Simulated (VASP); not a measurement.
# CdTe (F-43m) in VASP: notebook

CdTe is run at these levels: PBE; tasks: single point, relaxation of cell and atoms.

Program: VASP 6.6.1. These are calculated values, not measurements. Logs are shortened: lines on timing, memory, paths and dates and some standing lists are left out, and cuts for length are marked.

**1. The cell of the first run**

It takes space group F-43m (No. 216, cubic). The conventional cell has a = 6.620 Å, b = 6.620 Å, c = 6.620 Å, α = 90.00°, β = 90.00°, γ = 90.00°. Cd (site symmetry -43m) has 4 Te at 2.87 Å within 3.8 Å. Te (site symmetry -43m) has 4 Cd at 2.87 Å within 3.8 Å.

**2. Single point, PBE**

File INCAR:

```
SYSTEM = CdTe
ALGO = Normal
EDIFF = 1E-6
ENCUT = 520
GGA = PE
ISIF = 2
ISMEAR = 0
LASPH = .True.
LCHARG = .True.
LELF = .True.
LREAL = .False.
LVHAR = .True.
LWAVE = .False.
NBANDS = 16
NELM = 100
PREC = Accurate
SIGMA = 0.02
```

File KPOINTS:

```
k-points
0
Gamma
  6 6 6
  0 0 0
```

File POSCAR:

```
CdTe
1.0
    0.0000000000      3.3100202335      3.3100202335
    3.3100202335      0.0000000000      3.3100202335
    3.3100202335      3.3100202335      0.0000000000
Cd Te
1 1
Direct
    0.0000000000      0.0000000000      0.0000000000
    0.2500000000      0.2500000000      0.2500000000
```

Potentials or basis: VASP PAW PBE potentials, release 64 (Cd, Te).

Run with:

```console
cat potpaw_PBE.64/Cd/POTCAR potpaw_PBE.64/Te/POTCAR > POTCAR
mpirun -np 1 vasp_std > vasp.out
```

OUTCAR:

```text
SYSTEM = CdTe
   EDIFF = 1E-6
   ENCUT = 520
   GGA = PE
   ISIF = 2
   ISMEAR = 0
   LASPH = .True.
   LREAL = .False.
   NELM = 100
   PREC = Accurate

 ion  position               nearest neighbor table
   1  0.000  0.000  0.000-   2 2.87   2 2.87   2 2.87   2 2.87
   2  0.250  0.250  0.250-   1 2.87   1 2.87   1 2.87   1 2.87

  LATTYP: Found a face centered cubic cell.
 ALAT       =     6.6200404670

  Lattice vectors:

 A1 = (   0.0000000000,   3.3100202335,   3.3100202335)
 A2 = (   3.3100202335,   0.0000000000,   3.3100202335)
 A3 = (   3.3100202335,   3.3100202335,   0.0000000000)

Analysis of symmetry for initial positions (statically):
=====================================================================
 Subroutine PRICEL returns:
 Original cell was already a primitive cell.

 Routine SETGRP: Setting up the symmetry group for a
 face centered cubic supercell.

 Subroutine GETGRP returns: Found 24 space group operations
 (whereof 24 operations were pure point group operations)
 out of a pool of 48 trial point group operations.

The static configuration has the point symmetry T_d .

Analysis of symmetry for dynamics (positions and initial velocities):
=====================================================================
 Subroutine PRICEL returns:
 Original cell was already a primitive cell.

 Routine SETGRP: Setting up the symmetry group for a
 face centered cubic supercell.

 Subroutine GETGRP returns: Found 24 space group operations
 (whereof 24 operations were pure point group operations)
 out of a pool of 48 trial point group operations.

The dynamic configuration has the point symmetry T_d .

 Subroutine INISYM returns: Found 24 space group operations
 (whereof 24 operations are pure point group operations),
 and found     1 'primitive' translations

----------------------------------------------------------------------------------------

                                     Primitive cell

  volume of cell :      72.5307

  direct lattice vectors                    reciprocal lattice vectors
     0.000000000  3.310020233  3.310020233    -0.151056478  0.151056478  0.151056478
     3.310020233  0.000000000  3.310020233     0.151056478 -0.151056478  0.151056478
     3.310020233  3.310020233  0.000000000     0.151056478  0.151056478 -0.151056478

  length of vectors
     4.681075506  4.681075506  4.681075506     0.261637495  0.261637495  0.261637495

  position of ions in fractional coordinates (direct lattice)
     0.000000000  0.000000000  0.000000000
     0.250000000  0.250000000  0.250000000

  ion indices of the primitive-cell ions
   primitive index   ion index
                 1           1
                 2           2

----------------------------------------------------------------------------------------

 KPOINTS: k-points

Automatic generation of k-mesh.
 Grid dimensions read from file:
 generate k-points for:    6    6    6

 Generating k-lattice:

  Cartesian coordinates                     Fractional coordinates (reciprocal lattice)
    -0.025176080  0.025176080  0.025176080     0.166666667  0.000000000  0.000000000
     0.025176080 -0.025176080  0.025176080     0.000000000  0.166666667  0.000000000
     0.025176080  0.025176080 -0.025176080     0.000000000  0.000000000  0.166666667

  Length of vectors
     0.043606249  0.043606249  0.043606249

  Shift w.r.t. Gamma in fractional coordinates (k-lattice)
     0.000000000  0.000000000  0.000000000

 Subroutine IBZKPT returns following result:
 ===========================================

 Found     16 irreducible k-points:

 Following reciprocal coordinates:
            Coordinates               Weight
  0.000000  0.000000  0.000000      1.000000
  0.166667  0.000000  0.000000      8.000000
  0.333333  0.000000  0.000000      8.000000
  0.500000  0.000000  0.000000      4.000000
  0.166667  0.166667  0.000000      6.000000
  0.333333  0.166667  0.000000     24.000000
[... 8 lines left out ...]
 -0.333333  0.333333  0.166667     24.000000
 -0.333333  0.500000  0.166667     12.000000
   k-points           NKPTS =     16   k-points in BZ     NKDIM =     16   number of bands    NBANDS=     16
   number of dos      NEDOS =    301   number of ions     NIONS =      2
   total plane-waves  NPLWV =  46656
   dimension x,y,z NGX =    36 NGY =   36 NGZ =   36
   dimension x,y,z NGXF=    72 NGYF=   72 NGZF=   72
   ions per type =               1   1
   NGX,Y,Z   is equivalent  to a cutoff of  12.79, 12.79, 12.79 a.u.
   NGXF,Y,Z  is equivalent  to a cutoff of  25.57, 25.57, 25.57 a.u.
 SYSTEM =  CdTe
   PREC   = accura    normal or accurate (medium, high low for compatibility)
   ISTART =      0    job   : 0-new  1-cont  2-samecut
   ICHARG =      2    charge: 1-file 2-atom 10-const
   ISPIN  =      1    spin polarized calculation?
   LNONCOLLINEAR =      F non collinear calculations
   LSORBIT =      F    spin-orbit coupling
   LASPH  =      T    aspherical Exc in radial PAW
   ENCUT  =  520.0 eV  38.22 Ry    6.18 a.u.   8.70  8.70  8.70*2*pi/ulx,y,z
   NELM   =    100;   NELMIN=  2; NELMDL= -5     # of ELM steps
   EDIFF  = 0.1E-05   stopping-criterion for ELM
   LREAL  =      F    real-space projection
   EDIFFG = 0.1E-04   stopping-criterion for IOM
   NSW    =      0    number of steps for IOM
   IBRION =     -1    ionic relax: 0-MD 1-quasi-New 2-CG
   NFREE  =      0    steps in history (QN), initial steepest desc. (CG)
   ISIF   =      2    stress and relaxation
   ISYM   =      2    0-nonsym 1-usesym 2-fastsym
   POTIM  = 0.5000    time-step for ionic-motion
   TEBEG  =    0.0;   TEEND  =   0.0 temperature during run
   PSTRESS=    0.0 pullay stress
   NELECT =      18.0000    total number of electrons
   NUPDOWN=      -1.0000    fix difference up-down
   EMIN   =  10.00;   EMAX   =-10.00  energy-range for DOS
   EFERMI =   0.00;   METHOD = LEGACY
   ISMEAR =     0;   SIGMA  =   0.02  broadening in eV -4-tet -1-fermi 0-gaus
   EFERMI_NEDOS =   21; number of points for ismear=-14 and -15
   IALGO  =     38    algorithm
   IMIX   =      4    mixing-type and parameters
     AMIX     =   0.40;   BMIX     =  1.00
     AMIX_MAG =   1.60;   BMIX_MAG =  1.00
  volume/ion in A,a.u.               =      36.27       244.73
  Fermi-wavevector in a.u.,A,eV,Ry     =   1.028786  1.944124 14.400413  1.058401
  Thomas-Fermi vector in A             =   2.162800
   LORBIT       =      0    0 simple, 1 ext, 2 COOP (PROOUT), +10 PAW based schemes
   GGA     = PE    functional components
   LHFCALC =     F    Hartree Fock is set to
   AEXX    =    0.0000 exact exchange contribution
   IVDW    =     0    specifies the selected vdW correction
   LEPSILON=     F    determine dielectric tensor
   LRPA    =     F    only Hartree local field effects (RPA)
 non-spin polarized calculation
 Gauss-broadening in eV      SIGMA  =   0.02
  energy-cutoff  :      520.00
  volume of cell :       72.53
 maximum number of plane-waves:      1980
   NGX = 17   NGY = 17   NGZ = 17

 number of electron      18.0000006 magnetization

 Free energy of the ion-electron system (eV)
  ---------------------------------------------------
  ext. energy  EPLUGINS =         0.00000000
  ---------------------------------------------------
  free energy    TOTEN  =        -4.80708587 eV

  energy without entropy =       -4.80708587  energy(sigma->0) =       -4.80708587

 E-fermi :   1.8933     XC(G=0):  -8.3040

 val. band max:        1.7933052809   @ k =   0.0000   0.0000   0.0000
 cond. band min:       2.3718290547   @ k =   0.0000   0.0000   0.0000
 fundamental gap:      0.5785237738
 Fermi energy:         1.8933394199

 k-point     1 :       0.0000    0.0000    0.0000
  band No.  band energies     occupation
      1      -9.0357      2.00000
      2      -6.2980      2.00000
      3      -6.2980      2.00000
      4      -6.2980      2.00000
      5      -6.0821      2.00000
      6      -6.0821      2.00000
[... 8 lines left out ...]
     15      11.0367      0.00000
     16      11.0367      0.00000

 k-point     2 :       0.1667    0.0000    0.0000
  band No.  band energies     occupation
      1      -8.9502      2.00000
      2      -6.2826      2.00000
      3      -6.2826      2.00000
      4      -6.2210      2.00000
      5      -6.0829      2.00000
      6      -6.0829      2.00000
[... 8 lines left out ...]
     15      10.2319      0.00000
     16      10.2319      0.00000

 k-point     3 :       0.3333    0.0000    0.0000
  band No.  band energies     occupation
      1      -8.7799      2.00000
      2      -6.2560      2.00000
      3      -6.2560      2.00000
      4      -6.0795      2.00000
      5      -6.0795      2.00000
      6      -5.9782      2.00000
[... 8 lines left out ...]
     15      10.5987      0.00000
     16      10.5987      0.00000

 k-point     4 :       0.5000    0.0000    0.0000
  band No.  band energies     occupation
      1      -8.6968      2.00000
      2      -6.2455      2.00000
      3      -6.2455      2.00000
      4      -6.0745      2.00000
      5      -6.0745      2.00000
      6      -5.7782      2.00000
[... 8 lines left out ...]
     15      11.9436      0.00000
     16      11.9436      0.00000
[... 172 lines left out ...]
 k-point    14 :       0.5000    0.3333    0.1667
  band No.  band energies     occupation
      1      -8.6724      2.00000
      2      -6.2192      2.00000
      3      -6.2120      2.00000
      4      -6.1135      2.00000
      5      -6.0712      2.00000
      6      -5.7992      2.00000
[... 8 lines left out ...]
     15      11.8633      0.00000
     16      12.9255      0.00000

 k-point    15 :      -0.3333    0.3333    0.1667
  band No.  band energies     occupation
      1      -8.6201      2.00000
      2      -6.2124      2.00000
      3      -6.2002      2.00000
      4      -6.1011      2.00000
      5      -6.0786      2.00000
      6      -5.6502      2.00000
[... 8 lines left out ...]
     15      12.0841      0.00000
     16      12.7278      0.00000

 k-point    16 :      -0.3333    0.5000    0.1667
  band No.  band energies     occupation
      1      -8.5945      2.00000
      2      -6.1900      2.00000
      3      -6.1869      2.00000
      4      -6.1200      2.00000
      5      -6.0706      2.00000
      6      -5.6111      2.00000
[... 8 lines left out ...]
     15      12.5984      0.00000
     16      12.9413      0.00000

------------------------ aborting loop because EDIFF is reached ----------------------------------------

  FORCE on cell =-STRESS in cart. coord.  units (eV):
  Direction    XX          YY          ZZ          XY          YZ          ZX
  --------------------------------------------------------------------------------------
  -------------------------------------------------------------------------------------
  Total        0.0444212      0.0444212      0.0444212      0.0000000     -0.0000000      0.0000000
  in kB        0.9812477      0.9812477      0.9812477      0.0000000     -0.0000000      0.0000000
  external PRESSURE =       0.9812477 kB  Pullay stress =       0.0000000 kB

 VOLUME and BASIS-vectors are now :
 -----------------------------------------------------------------------------
  energy-cutoff  :      520.00
  volume of cell :       72.53
      direct lattice vectors                 reciprocal lattice vectors
     0.000000000  3.310020233  3.310020233    -0.151056478  0.151056478  0.151056478
     3.310020233  0.000000000  3.310020233     0.151056478 -0.151056478  0.151056478
     3.310020233  3.310020233  0.000000000     0.151056478  0.151056478 -0.151056478

 POSITION                                       TOTAL-FORCE (eV/Angst)
 -----------------------------------------------------------------------------------
      0.00000      0.00000      0.00000         0.000000      0.000000      0.000000
      1.65501      1.65501      1.65501        -0.000000     -0.000000     -0.000000
 -----------------------------------------------------------------------------------
    total drift:                               -0.000000     -0.000000     -0.000001

  FREE ENERGIE OF THE ION-ELECTRON SYSTEM (eV)
  ---------------------------------------------------
  free  energy   TOTEN  =        -4.8070858744 eV

  energy  without entropy=       -4.8070858744  energy(sigma->0) =       -4.80708587
```

Wall time 46 s (1 thread of Intel Xeon 8259CL, shared host); peak memory 0.18 GiB.

Results:

```
Free energy            : -4.8071 eV
Pressure               : 0.1 GPa
Band gap on the k mesh : 0.58 eV, direct
```

Caveat: spin-orbit coupling is left out, which moves the levels of the heavy elements. PBE gaps usually lie below the measured ones, often by a third to a half.

**3. Relaxation of cell and atoms, PBE**

This run uses another cell than the first one, of 35.36 Å³/atom, 0.975 times its volume.

File INCAR:

```
SYSTEM = CdTe
ALGO = Normal
EDIFF = 1E-6
EDIFFG = -0.005
ENCUT = 600
GGA = PE
IBRION = 2
ISIF = 3
ISMEAR = 0
LASPH = .True.
LCHARG = .False.
LREAL = .False.
LWAVE = .False.
NELM = 100
NSW = 100
PREC = Accurate
SIGMA = 0.02
```

KPOINTS is that of step 2.

File POSCAR:

```
CdTe
1.0
    0.0000000000      3.2821135562      3.2821135562
    3.2821135562      0.0000000000      3.2821135562
    3.2821135562      3.2821135562      0.0000000000
Cd Te
1 1
Direct
    0.0000000000      0.0000000000      0.0000000000
    0.2500000000      0.2500000000      0.2500000000
```

Potentials or basis: VASP PAW PBE potentials, release 64 (Cd, Te).

Run with:

```console
cat potpaw_PBE.64/Cd/POTCAR potpaw_PBE.64/Te/POTCAR > POTCAR
mpirun -np 1 vasp_std > vasp.out
```

Wall time 88 s (1 thread of Intel Xeon 8259CL, shared host); peak memory 0.21 GiB.

The run converged. Its results:

| Item | Value |
| --- | --- |
| Free energy | -4.8064 eV |
| Relaxed volume | 36.32 Å³/atom |
| Relaxed cell | a = 4.683 Å, b = 4.683 Å, c = 4.683 Å, α = 60.00°, β = 60.00°, γ = 60.00° |
| Space group after relaxing (to 0.05 Å) | F-43m (No. 216) |
| Energy gained by relaxing | 3.0 meV/atom |
| Ionic steps | 3 |
| Pressure after relaxing | 0.0 GPa |
| Band gap on the k mesh | 0.57 eV, direct |

Step by step:
| step | energy change (eV) | largest force (eV/Å) | pressure (GPa) | volume (Å³) |
| --- | --- | --- | --- | --- |
| 1 | 0.0000 | 0.0000 | 1.01 | 70.71 |
| 2 | -0.0057 | 0.0000 | -0.18 | 73.02 |
| 3 | -0.0059 | 0.0000 | 0.00 | 72.64 |

Final structure:
```cif
data_structure
_symmetry_space_group_name_H-M 'P 1'
_symmetry_Int_Tables_number 1
_cell_length_a 4.6834
_cell_length_b 4.6834
_cell_length_c 4.6834
_cell_angle_alpha 60.000
_cell_angle_beta 60.000
_cell_angle_gamma 60.000
_cell_volume 72.64
loop_
_atom_site_label
_atom_site_type_symbol
_atom_site_fract_x
_atom_site_fract_y
_atom_site_fract_z
_atom_site_occupancy
Cd1 Cd 0.00000 0.00000 0.00000 1
Te1 Te 0.25000 0.25000 0.25000 1
```

Levels at points of the mesh, in eV from the valence-band top:
```tsv
k point	band 6	band 7	band 8	band 9	band 10	band 11	band 12	band 13
(0.00, 0.00, 0.00)	-7.87	0.00	0.00	0.00	0.57	4.64	4.64	4.64
(0.50, 0.00, 0.00)	-7.57	-4.07	-0.68	-0.68	1.75	5.21	5.21	7.01
(0.50, 0.50, 0.00)	-7.45	-4.00	-1.65	-1.65	2.67	2.74	8.50	8.80
```

Caveat: spin-orbit coupling is left out, which moves the levels of the heavy elements. PBE gaps usually lie below the measured ones, often by a third to a half.
